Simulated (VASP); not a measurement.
# Fe: single point with PBE

The system is Fe.

```
Fe
1.0
    -1.44300    1.44300    1.44300
     1.44300   -1.44300    1.44300
     1.44300    1.44300   -1.44300
Fe
1
Direct
  0.00000 0.00000 0.00000
```

* Program: VASP 6.6.1
* Task: single point
* Functional: PBE
* Potentials or basis: VASP PAW PBE potentials, release 64 (Fe)
* Cutoff: 520 eV
* k mesh: 11 × 11 × 11
* Occupations: fermi-dirac, width 0.05 eV
* Spin: collinear spin, ferromagnetic start
* Starting moments: [6.0] μB
* Fixed moment: 6 μB
* Dipole correction: no
* Further INCAR settings: ALGO = Normal; EDIFF = 1e-06; NBANDS = 14

The pressure is 188.7 GPa. The net moment is 6.00 μB per cell and the site moments are Fe +5.46 μB. The valence electrons inside the program's atomic spheres are Fe 7.06.

It took 18 s on 1 thread of Intel(R) Xeon(R) Platinum 8259CL CPU @ 2.50GHz (Skylake/Cascade Lake) (shared host), peak memory 0.13 GiB.

Caveat: the total moment is fixed, so each spin has its own Fermi level.
